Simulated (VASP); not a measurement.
Input of a VASP 6.6.1 run:

INCAR

```
PREC     = Accurate       # precision mode
ENCUT    = 520            # plane-wave cutoff, eV
EDIFF    = 1E-6           # SCF threshold, eV
ISMEAR   = 0              # smearing method
SIGMA    = 0.1            # smearing width, eV
LREAL    = Auto         
LASPH    = True           # aspherical terms in the spheres
NELM     = 100            # most SCF steps
ALGO     = Normal         # electronic algorithm
ISIF     = 2              # what is computed and relaxed
LWAVE    = False          # write WAVECAR
LCHARG   = True           # write CHGCAR
LDIPOL   = True         
IDIPOL   = 3            
DIPOL    = 0.5 0.5 0.325
GGA      = PE             # functional
LELF     = True           # ELF
LVHAR    = True         
LVACPOTAV= True         
NBANDS   = 56             # bands
```

KPOINTS

```
Automatic mesh
0
Gamma
  4 3 1
```

The input POSCAR:

```
HC20
1.0
    8.5436715405      0.0000000000      0.0000000000
   -2.1359178851      8.6110540208      0.0000000000
    0.0000000000      0.0000000000     20.2788032239
C H
20 1
Direct
    0.0782061927      0.9794914374      0.1972502990
    0.5782061927      0.9794914374      0.1972502990
    0.4115395260      0.9794914374      0.1972502990
    0.9115395260      0.9794914374      0.1972502990
    0.3230790521      0.9589828748      0.2574344206
    0.8230790520      0.9589828748      0.2574344206
    0.1564123854      0.9589828748      0.2574344206
    0.6564123854      0.9589828748      0.2574344206
    0.0669022322      0.9383832545      0.3175270258
    0.5669022322      0.9383832545      0.3175270258
    0.4022890672      0.9383830569      0.3175270292
    0.9022890672      0.9383830569      0.3175270292
    0.3111132839      0.9176696404      0.3778998177
    0.8111132839      0.9176696404      0.3778998177
    0.1477212297      0.9176696493      0.3778997293
    0.6477212297      0.9176696493      0.3778997293
    0.0473700365      0.8987970040      0.4329048735
    0.5473700365      0.8987970040      0.4329048735
    0.4020265048      0.8987962851      0.4329053903
    0.9020265048      0.8987962851      0.4329053903
    0.4223700365      0.8987970040      0.4894731852
```

Potentials or basis: VASP PAW PBE potentials, release 64 (C, H).

Run with:

```sh
$ cat potpaw_PBE.64/C/POTCAR potpaw_PBE.64/H/POTCAR > POTCAR
$ mpirun -np 1 vasp_std > vasp.out
```

Question: What does it give for the largest force?

Answer: 7.209 eV/Å.

Question: Estimate the band gap on the k mesh.

Answer: Zero (an odd number of electrons rules out a gap without spin polarisation).

Forces in eV/Å, atoms in the order of the input:
```
C   -7.090 -0.160  1.200
C   -6.711 -0.152  1.248
C    6.561 -0.171  1.076
C    7.111 -0.170  1.174
C   -0.353  0.168 -1.214
C   -0.404  0.157 -1.127
C    0.463  0.157 -1.184
C    0.541  0.147 -1.262
C    0.015  0.016 -0.018
C    0.033  0.030  0.097
C   -0.373 -0.089  0.244
C   -0.010  0.013 -0.052
C   -0.067  0.170 -1.229
C   -0.271  0.008 -0.137
C    0.135  0.018  0.106
C    0.406  0.133 -0.756
C    0.376 -0.022  0.196
C    6.540 -0.092 -1.690
C   -3.787 -0.075  3.069
C   -0.464 -0.037  0.230
H   -2.651 -0.050  0.031
```
